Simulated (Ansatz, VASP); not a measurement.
## InP in VASP and in Ansatz

INCAR

```
SYSTEM = InP
PREC = Accurate
ENCUT = 520
EDIFF = 1E-6
ISMEAR = 0
SIGMA = 0.05
LREAL = .FALSE.
LASPH = .TRUE.
NELM = 60
ALGO = Normal
ISIF = 2
LWAVE = .FALSE.
LCHARG = .TRUE.
GGA = PS
LELF = .TRUE.
LVHAR = .TRUE.
NBANDS = 16
```

File KPOINTS:

```
regular mesh
0
G
  10 10 10
  0 0 0
```

POSCAR

```
InP
1.0
    0.0000000000      2.7295419145      2.7295419145
    2.7295419145      0.0000000000      2.7295419145
    2.7295419145      2.7295419145      0.0000000000
In P
1 1
Direct
    0.0036636184      0.0036636184     -0.0036636184
    0.5000000000      0.5000000000      0.5000000000
```

Input for Ansatz:

```yaml
crystal:
  lattice:
    - [0.0, 2.7295419145, 2.7295419145]
    - [2.7295419145, 0.0, 2.7295419145]
    - [2.7295419145, 2.7295419145, 0.0]
  atoms:
    - { symbol: In, position: [0.0036636184, 0.0036636184, -0.0036636184] }
    - { symbol: P, position: [0.5, 0.5, 0.5] }
basis:
  ecutwfc: 420
  ecutrho_ratio: 4
kpoints:
  mp_grid: { grid: [10, 10, 10] }
hamiltonian:
  xc: pbesol
scf:
  occupations: { method: gaussian, width: 0.05 }
output:
  forces: true
  stress: true
  eigenvalues: true
```

Alike in both runs: task single point; functional PBEsol; k mesh 10 × 10 × 10; occupations gaussian, width 0.05 eV; no spin polarisation.

|  | VASP | Ansatz |
| --- | --- | --- |
| version | VASP 6.6.1 | Ansatz 0.2.0 |
| potentials or method | VASP PAW PBE potentials, release 64 (In_d, P), cutoff 520 eV | scalar-relativistic, plane waves, PAW |
| valence electrons in the cell | 18 | 18 |

```csv
,VASP,Ansatz,Ansatz less VASP
gap on the k mesh at the Fermi level (eV),none,none,-
pressure (GPa),0.0,0.0,-0.03
rms of the force components (eV/Å),0.033,0.033,+0.0001
```

VASP's potentials were made for PBE, not for PBEsol. Atom by atom the forces differ by 0.000 eV/Å (rms over components). A gap of «none» marks a metal or a gap that the smearing closes.
